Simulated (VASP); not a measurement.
A run of VASP 6.6.1:

The input POSCAR:

```
BaTe
1.0
    0.0000000000      3.5323868441      3.4405447862
    3.5323868441      0.0000000000      3.4405447862
    3.5323868441      3.5323868441      0.0000000000
Ba Te
1 1
Direct
    0.0000000000      0.0000000000      0.0000000000
    0.5000000000      0.5000000000      0.5000000000
```

File INCAR.step1:

```
SYSTEM = BaTe
ALGO = Normal ; EDIFF = 1E-5
ENCUT = 550 ; GGA = PE
GGA_COMPAT = .FALSE. ; ISMEAR = 0
LASPH = .TRUE. ; LCHARG = .FALSE.
LREAL = .FALSE. ; LWAVE = .TRUE.
NBANDS = 15 ; NELM = 120
PREC = Accurate ; SIGMA = 0.01
```

The input INCAR.step2:

```
SYSTEM = BaTe
ALGO = Normal ; EDIFF = 1E-6
ENCUT = 550 ; GGA_COMPAT = .FALSE.
ISIF = 2 ; ISMEAR = 0
ISTART = 1 ; LASPH = .TRUE.
LCHARG = .TRUE. ; LELF = .TRUE.
LMIXTAU = .TRUE. ; LREAL = .FALSE.
LVHAR = .TRUE. ; LWAVE = .FALSE.
METAGGA = R2SCAN ; NBANDS = 15
NELM = 120 ; PREC = Accurate
SIGMA = 0.01
```

File KPOINTS:

```
k-points
0
G
  6 6 6
  0 0 0
```

Potentials or basis: VASP PAW PBE potentials, release 64 (Ba_sv, Te).

Launch:

```sh
$ cat potpaw_PBE.64/Ba_sv/POTCAR potpaw_PBE.64/Te/POTCAR > POTCAR
$ cp INCAR.step1 INCAR
$ mpirun -np 1 vasp_std > vasp.out
$ cp INCAR.step2 INCAR
$ mpirun -np 1 vasp_std > vasp.out
```

Hardware: 1 thread of Intel Xeon 8259CL (shared host).

Task: How long does it take, and how much memory?

Result: Wall time 5.6 min on 1 thread of Intel Xeon 8259CL, with other jobs on the host, peak memory 0.28 GiB. Counts: k points 30.
